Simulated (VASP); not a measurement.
Here is a VASP 6.6.1 calculation.

INCAR

```
ALGO = Normal
EDIFF = 1E-6
ENCUT = 520
GGA = PE
ISIF = 2
ISMEAR = -1
LASPH = T
LCHARG = F
LREAL = F
LWAVE = F
NBANDS = 13
NELM = 60
PREC = Accurate
SIGMA = 0.1
```

KPOINTS

```
k-points
0
Gamma
  15 15 14
```

The input POSCAR:

```
AlCo
1.0
    2.4149002501      0.0000000000      0.0000000000
   -1.2074501250      2.0913649642      0.0000000000
    0.0000000000      0.0000000000      3.4848358648
Co Al
1 1
Direct
    0.0000000000      0.0000000000      0.0000000000
    0.3333333333      0.6666666667      0.5000000000
```

Potentials or basis: VASP PAW PBE potentials, release 64 (Co, Al).

Run with:

```bash
$ cat potpaw_PBE.64/Co/POTCAR potpaw_PBE.64/Al/POTCAR > POTCAR
$ mpirun -np 1 vasp_std > vasp.out
```

Q: Estimate the band gap on the k mesh.

A: Zero (bands 6 and 7 overlap by 2.17 eV).

Q: Predict the pressure.

A: 105.6 GPa.

Stress tensor (GPa, compression positive):
```
105.67   0.00   0.00
  0.00 105.67   0.00
  0.00   0.00 105.49
```

Caveat: the cell stands under pressure; the run has no spin polarisation, though such a crystal can be magnetic. Spin polarisation is off, so any magnetic state and its effect on volume and gap are missing.
